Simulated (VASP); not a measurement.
# ZrN in VASP: a series of runs

Aim: see how the results for ZrN move with the level of theory and the settings. Levels: PBE, RPBE. Tasks: single point.

Program: VASP 6.6.1. These are calculated values, not measurements. Logs are shortened: lines on timing, memory, paths and dates and some standing lists are left out, and cuts for length are marked.

**1. The cell of the first run**

The cell holds a slab with vacuum, 8 atoms: a = 3.249 Å, b = 3.249 Å, c = 22.892 Å, α = 90.00°, β = 90.00°, γ = 90.00°.

**2. Single point, PBE**

The input, INCAR:

```
SYSTEM = ZrN
  PREC = Accurate
  ENCUT = 520
  EDIFF = 1E-6
  ISMEAR = -1
  SIGMA = 0.05
  LREAL = .FALSE.
  LASPH = .TRUE.
  NELM = 120
  ALGO = Normal
  ISIF = 2
  LWAVE = .FALSE.
  LCHARG = .FALSE.
  GGA = PE
  NBANDS = 44
  GGA_COMPAT = .FALSE.
  NELMDL = -8
```

The input, KPOINTS:

```
Automatic mesh
0
G
  10 10 1
  0 0 0
```

The input, POSCAR:

```
ZrN
1.0
    3.2489502564      0.0000000000      0.0000000000
    0.0000000000      3.2489502564      0.0000000000
    0.0000000000      0.0000000000     22.8921000000
Zr N
4 4
Direct
    0.0000000000      0.0000000000      0.3544931657
    0.5000000000      0.5000000000      0.4514348487
    0.0000000000      0.0000000000      0.5485651513
    0.5000000000      0.5000000000      0.6455068346
    0.5000000000      0.5000000000      0.3479469537
    0.0000000000      0.0000000000      0.4477933775
    0.5000000000      0.5000000000      0.5522066232
    0.0000000000      0.0000000000      0.6520530441
```

Potentials or basis: VASP PAW PBE potentials, release 64 (Zr_sv, N).

Started as:

```console
$ cat potpaw_PBE.64/Zr_sv/POTCAR potpaw_PBE.64/N/POTCAR > POTCAR
$ mpirun -np 1 vasp_std > vasp.out
```

OUTCAR:

```text
SYSTEM = ZrN
   PREC = Accurate
   ENCUT = 520
   EDIFF = 1E-6
   ISMEAR = -1
   LREAL = .FALSE.
   LASPH = .TRUE.
   NELM = 120
   ISIF = 2
   GGA = PE
   NELMDL = -8

 ion  position               nearest neighbor table
   1  0.000  0.000  0.354-   6 2.14   5 2.30   5 2.30   5 2.30   5 2.30   2 3.19   2 3.19   2 3.19
                             2 3.19
   2  0.500  0.500  0.451-   6 2.30   6 2.30   6 2.30   6 2.30   7 2.31   5 2.37   1 3.19   1 3.19
                             1 3.19   1 3.19   3 3.20   3 3.20   3 3.20   3 3.20
   3  0.000  0.000  0.549-   7 2.30   7 2.30   7 2.30   7 2.30   6 2.31   8 2.37   4 3.19   4 3.19
                             4 3.19   4 3.19   2 3.20   2 3.20   2 3.20   2 3.20
   4  0.500  0.500  0.646-   7 2.14   8 2.30   8 2.30   8 2.30   8 2.30   3 3.19   3 3.19   3 3.19
                             3 3.19
   5  0.500  0.500  0.348-   1 2.30   1 2.30   1 2.30   1 2.30   2 2.37
   6  0.000  0.000  0.448-   1 2.14   2 2.30   2 2.30   2 2.30   2 2.30   3 2.31
   7  0.500  0.500  0.552-   4 2.14   3 2.30   3 2.30   3 2.30   3 2.30   2 2.31
   8  0.000  0.000  0.652-   4 2.30   4 2.30   4 2.30   4 2.30   3 2.37

  LATTYP: Found a simple tetragonal cell.
 ALAT       =     3.2489502564
 C/A-ratio  =     7.0459989207

  Lattice vectors:

 A1 = (   3.2489502564,   0.0000000000,   0.0000000000)
 A2 = (   0.0000000000,   3.2489502564,   0.0000000000)
 A3 = (   0.0000000000,   0.0000000000,  22.8921000000)

Analysis of symmetry for initial positions (statically):
=====================================================================
 Subroutine PRICEL returns:
 Original cell was already a primitive cell.

 Routine SETGRP: Setting up the symmetry group for a
 simple tetragonal supercell.

 Subroutine GETGRP returns: Found 16 space group operations
 (whereof  8 operations were pure point group operations)
 out of a pool of 16 trial point group operations.

The static configuration has the point symmetry C_4v.
 The point group associated with its full space group is D_4h.

Analysis of symmetry for dynamics (positions and initial velocities):
=====================================================================
 Subroutine PRICEL returns:
 Original cell was already a primitive cell.

 Routine SETGRP: Setting up the symmetry group for a
 simple tetragonal supercell.

 Subroutine GETGRP returns: Found 16 space group operations
 (whereof  8 operations were pure point group operations)
 out of a pool of 16 trial point group operations.

The dynamic configuration has the point symmetry C_4v.
 The point group associated with its full space group is D_4h.

 Subroutine INISYM returns: Found 16 space group operations
 (whereof  8 operations are pure point group operations),
 and found     1 'primitive' translations

----------------------------------------------------------------------------------------

                                     Primitive cell

  volume of cell :     241.6416

  direct lattice vectors                    reciprocal lattice vectors
     3.248950256  0.000000000  0.000000000     0.307791724  0.000000000  0.000000000
     0.000000000  3.248950256  0.000000000     0.000000000  0.307791724  0.000000000
     0.000000000  0.000000000 22.892100000     0.000000000  0.000000000  0.043683192

  length of vectors
     3.248950256  3.248950256 22.892100000     0.307791724  0.307791724  0.043683192

  position of ions in fractional coordinates (direct lattice)
     0.000000000  0.000000000  0.354493166
     0.500000000  0.500000000  0.451434849
     0.000000000  0.000000000  0.548565151
     0.500000000  0.500000000  0.645506835
     0.500000000  0.500000000  0.347946954
     0.000000000  0.000000000  0.447793377
     0.500000000  0.500000000  0.552206623
     0.000000000  0.000000000  0.652053044

  ion indices of the primitive-cell ions
   primitive index   ion index
                 1           1
                 2           2
                 3           3
                 4           4
                 5           5
                 6           6
                 7           7
                 8           8

----------------------------------------------------------------------------------------

 KPOINTS: Automatic mesh

Automatic generation of k-mesh.
 Grid dimensions read from file:
 generate k-points for:   10   10    1

 Generating k-lattice:

  Cartesian coordinates                     Fractional coordinates (reciprocal lattice)
     0.030779172  0.000000000  0.000000000     0.100000000  0.000000000  0.000000000
     0.000000000  0.030779172  0.000000000     0.000000000  0.100000000  0.000000000
     0.000000000  0.000000000  0.043683192     0.000000000  0.000000000  1.000000000

  Length of vectors
     0.030779172  0.030779172  0.043683192

  Shift w.r.t. Gamma in fractional coordinates (k-lattice)
     0.000000000  0.000000000  0.000000000

 Subroutine IBZKPT returns following result:
 ===========================================

 Found     21 irreducible k-points:

 Following reciprocal coordinates:
            Coordinates               Weight
  0.000000  0.000000  0.000000      1.000000
  0.100000  0.000000  0.000000      4.000000
  0.200000  0.000000  0.000000      4.000000
  0.300000  0.000000  0.000000      4.000000
  0.400000  0.000000  0.000000      4.000000
  0.500000  0.000000  0.000000      2.000000
[... 13 lines left out ...]
  0.500000  0.400000  0.000000      4.000000
  0.500000  0.500000  0.000000      1.000000
   k-points           NKPTS =     21   k-points in BZ     NKDIM =     21   number of bands    NBANDS=     44
   number of dos      NEDOS =    301   number of ions     NIONS =      8
   total plane-waves  NPLWV = 103680
   dimension x,y,z NGX =    24 NGY =   24 NGZ =  180
   dimension x,y,z NGXF=    48 NGYF=   48 NGZF=  360
   ions per type =               4   4
   NGX,Y,Z   is equivalent  to a cutoff of  12.28, 12.28, 13.07 a.u.
   NGXF,Y,Z  is equivalent  to a cutoff of  24.56, 24.56, 26.14 a.u.
 SYSTEM =  ZrN
   PREC   = accura    normal or accurate (medium, high low for compatibility)
   ISTART =      0    job   : 0-new  1-cont  2-samecut
   ICHARG =      2    charge: 1-file 2-atom 10-const
   ISPIN  =      1    spin polarized calculation?
   LNONCOLLINEAR =      F non collinear calculations
   LSORBIT =      F    spin-orbit coupling
   LASPH  =      T    aspherical Exc in radial PAW
   ENCUT  =  520.0 eV  38.22 Ry    6.18 a.u.   6.04  6.04 42.56*2*pi/ulx,y,z
   NELM   =    120;   NELMIN=  2; NELMDL= -8     # of ELM steps
   EDIFF  = 0.1E-05   stopping-criterion for ELM
   LREAL  =      F    real-space projection
   EDIFFG = 0.1E-04   stopping-criterion for IOM
   NSW    =      0    number of steps for IOM
   IBRION =     -1    ionic relax: 0-MD 1-quasi-New 2-CG
   NFREE  =      0    steps in history (QN), initial steepest desc. (CG)
   ISIF   =      2    stress and relaxation
   ISYM   =      2    0-nonsym 1-usesym 2-fastsym
   POTIM  = 0.5000    time-step for ionic-motion
   TEBEG  =    0.0;   TEEND  =   0.0 temperature during run
   PSTRESS=    0.0 pullay stress
   NELECT =      68.0000    total number of electrons
   NUPDOWN=      -1.0000    fix difference up-down
   EMIN   =  10.00;   EMAX   =-10.00  energy-range for DOS
   EFERMI =   0.00;   METHOD = LEGACY
   ISMEAR =    -1;   SIGMA  =   0.05  broadening in eV -4-tet -1-fermi 0-gaus
   EFERMI_NEDOS =   21; number of points for ismear=-14 and -15
   IALGO  =     38    algorithm
   IMIX   =      4    mixing-type and parameters
     AMIX     =   0.40;   BMIX     =  1.00
     AMIX_MAG =   1.60;   BMIX_MAG =  1.00
  volume/ion in A,a.u.               =      30.21       203.83
  Fermi-wavevector in a.u.,A,eV,Ry     =   1.072804  2.027306 15.659072  1.150909
  Thomas-Fermi vector in A             =   2.208585
   LORBIT       =      0    0 simple, 1 ext, 2 COOP (PROOUT), +10 PAW based schemes
   GGA     = PE    functional components
   LHFCALC =     F    Hartree Fock is set to
   AEXX    =    0.0000 exact exchange contribution
   IVDW    =     0    specifies the selected vdW correction
   LEPSILON=     F    determine dielectric tensor
   LRPA    =     F    only Hartree local field effects (RPA)
 non-spin polarized calculation
  energy-cutoff  :      520.00
  volume of cell :      241.64
 maximum number of plane-waves:      6564
   NGX = 13   NGY = 13   NGZ = 85

 number of electron      68.0000000 magnetization

 Free energy of the ion-electron system (eV)
  ---------------------------------------------------
  ext. energy  EPLUGINS =         0.00000000
  ---------------------------------------------------
  free energy    TOTEN  =       -79.61267202 eV

  energy without entropy =      -79.58165332  energy(sigma->0) =      -79.59716267

 E-fermi :   3.5211     XC(G=0):  -5.7714

 val. band max:        3.4962629639   @ k =   0.3000   0.3000   0.0000
 cond. band min:       3.5212429508   @ k =   0.2000   0.2000   0.0000
 fundamental gap:      0.0249799870
 Fermi energy:         3.5210700272

 k-point     1 :       0.0000    0.0000    0.0000
  band No.  band energies     occupation
      1     -46.2325      2.00000
      2     -46.2285      2.00000
      3     -45.9860      2.00000
      4     -45.8811      2.00000
      5     -24.6999      2.00000
      6     -24.6491      2.00000
[... 36 lines left out ...]
     43       5.2550      0.00000
     44       5.4275      0.00000

 k-point     2 :       0.1000    0.0000    0.0000
  band No.  band energies     occupation
      1     -46.2270      2.00000
      2     -46.2235      2.00000
      3     -45.9802      2.00000
      4     -45.8801      2.00000
      5     -24.6851      2.00000
      6     -24.6606      2.00000
[... 36 lines left out ...]
     43       5.6444      0.00000
     44       5.9143      0.00000

 k-point     3 :       0.2000    0.0000    0.0000
  band No.  band energies     occupation
      1     -46.2126      2.00000
      2     -46.2103      2.00000
      3     -45.9641      2.00000
      4     -45.8780      2.00000
      5     -24.7045      2.00000
      6     -24.6512      2.00000
[... 835 lines left out ...]
     43       7.7630      0.00000
     44       7.7631      0.00000

 k-point    21 :       0.5000    0.5000    0.0000
  band No.  band energies     occupation
      1     -46.1324      2.00000
      2     -46.1324      2.00000
      3     -45.8521      2.00000
      4     -45.8521      2.00000
      5     -24.6367      2.00000
      6     -24.6367      2.00000
[... 36 lines left out ...]
     43       7.8259      0.00000
     44       7.8264      0.00000

------------------------ aborting loop because EDIFF is reached ----------------------------------------

  FORCE on cell =-STRESS in cart. coord.  units (eV):
  Direction    XX          YY          ZZ          XY          YZ          ZX
  --------------------------------------------------------------------------------------
  -------------------------------------------------------------------------------------
  Total       -4.0351049     -4.0351049      0.0498214      0.0000000      0.0000000      0.0000000
  in kB      -26.7543039    -26.7543039      0.3303353      0.0000000      0.0000000      0.0000000
  external PRESSURE =     -17.7260908 kB  Pullay stress =       0.0000000 kB

 VOLUME and BASIS-vectors are now :
 -----------------------------------------------------------------------------
  energy-cutoff  :      520.00
  volume of cell :      241.64
      direct lattice vectors                 reciprocal lattice vectors
     3.248950256  0.000000000  0.000000000     0.307791724  0.000000000  0.000000000
     0.000000000  3.248950256  0.000000000     0.000000000  0.307791724  0.000000000
     0.000000000  0.000000000 22.892100000     0.000000000  0.000000000  0.043683192

 POSITION                                       TOTAL-FORCE (eV/Angst)
 -----------------------------------------------------------------------------------
      0.00000      0.00000      8.11509         0.000000      0.000000     -0.017015
      1.62448      1.62448     10.33429        -0.000000     -0.000000      0.008050
      0.00000      0.00000     12.55781         0.000000      0.000000     -0.008050
      1.62448      1.62448     14.77701         0.000000     -0.000000      0.017015
      1.62448      1.62448      7.96524         0.000000     -0.000000     -0.007688
      0.00000      0.00000     10.25093         0.000000      0.000000      0.003879
      1.62448      1.62448     12.64117         0.000000     -0.000000     -0.003879
      0.00000      0.00000     14.92686         0.000000      0.000000      0.007688
 -----------------------------------------------------------------------------------
    total drift:                                0.000000      0.000000      0.000066

  FREE ENERGIE OF THE ION-ELECTRON SYSTEM (eV)
  ---------------------------------------------------
  free  energy   TOTEN  =       -79.6126720159 eV

  energy  without entropy=      -79.5816533202  energy(sigma->0) =      -79.59716267
```

Wall time 7.1 min (1 thread of Oxide Virtual Turin-like, shared host); peak memory 0.37 GiB.

What came out:

```
Free energy            : -79.6127 eV
Largest force          : 0.017 eV/Å
Band gap on the k mesh : zero (bands 34 and 35 overlap by 2.61 eV)
```

Forces on the atoms (eV/Å):
```
Zr   0.000  0.000 -0.017
Zr   0.000  0.000  0.008
Zr   0.000  0.000 -0.008
Zr   0.000  0.000  0.017
N    0.000  0.000 -0.008
N    0.000  0.000  0.004
N    0.000  0.000 -0.004
N    0.000  0.000  0.008
```

Levels at points of the mesh, in eV from the Fermi level:
```tsv
k point	band 32	band 33	band 34	band 35	band 36	band 37
(0.00, 0.00, 0.00)	-2.48	-2.40	-2.40	-1.53	-0.61	-0.05
(0.50, 0.00, 0.00)	-4.41	0.95	0.95	1.95	1.95	2.29
(0.50, 0.50, 0.00)	-3.02	-2.73	-2.73	-0.29	-0.29	1.79
```

Caveat: there is no dipole correction, which matters where the two faces differ.

**3. Single point, RPBE**

The input, INCAR:

```
SYSTEM = ZrN
PREC     = Accurate       ! precision mode
ENCUT    = 520            ! plane-wave cutoff, eV
EDIFF    = 1E-6           ! SCF threshold, eV
ISMEAR   = -1             ! smearing method
SIGMA    = 0.05           ! smearing width, eV
LREAL    = .FALSE.        ! projectors in reciprocal space
LASPH    = .TRUE.         ! aspherical terms in the spheres
NELM     = 120            ! most SCF steps
ALGO     = Normal         ! electronic algorithm
ISIF     = 2              ! what is computed and relaxed
LWAVE    = .FALSE.        ! write WAVECAR
LCHARG   = .FALSE.        ! write CHGCAR
LDIPOL   = .TRUE.       
IDIPOL   = 3            
DIPOL    = 0.5 0.5 0.500
GGA      = RP             ! functional
NBANDS   = 44             ! bands
GGA_COMPAT= .FALSE.      
NELMDL   = -8
```

The input, KPOINTS:

```
regular mesh
0
G
  10 10 1
  0 0 0
```

POSCAR is that of step 2.

Potentials or basis: VASP PAW PBE potentials, release 64 (Zr_sv, N).

Started as:

```console
$ cat potpaw_PBE.64/Zr_sv/POTCAR potpaw_PBE.64/N/POTCAR > POTCAR
$ mpirun -np 1 vasp_std > vasp.out
```

It took 9.6 min on 1 thread of Oxide Virtual Turin-like, shared host; peak memory 0.37 GiB.

The run converged. Its results:

| Quantity | Value |
| --- | --- |
| Free energy | -75.9868 eV |
| Largest force | 0.151 eV/Å |
| Band gap on the k mesh | zero (bands 34 and 35 overlap by 2.64 eV) |

Forces on the atoms (eV/Å):
```
Zr   0.000  0.000 -0.125
Zr   0.000  0.000  0.008
Zr   0.000  0.000 -0.008
Zr   0.000  0.000  0.125
N    0.000  0.000 -0.151
N    0.000  0.000  0.009
N    0.000  0.000 -0.009
N    0.000  0.000  0.151
```

Levels at points of the mesh, in eV from the Fermi level:
| k point | band 30 | band 31 | band 32 | band 33 | band 34 | band 35 | band 36 | band 37 | band 38 | band 39 |
| --- | --- | --- | --- | --- | --- | --- | --- | --- | --- | --- |
| (0.00, 0.00, 0.00) | -2.60 | -2.50 | -2.50 | -2.41 | -2.41 | -1.53 | -0.61 | -0.05 | -0.05 | 0.15 |
| (0.50, 0.00, 0.00) | -4.94 | -4.43 | -4.43 | 0.97 | 0.97 | 1.94 | 1.94 | 2.30 | 2.30 | 2.66 |
| (0.50, 0.50, 0.00) | -3.43 | -3.04 | -3.04 | -2.74 | -2.74 | -0.29 | -0.29 | 1.79 | 1.79 | 2.95 |

Caveat: the PAW data sets were made with another functional, which shifts forces and pressure a little.

The gap in the log of VASP goes by the Fermi energy; the results here count the filled bands.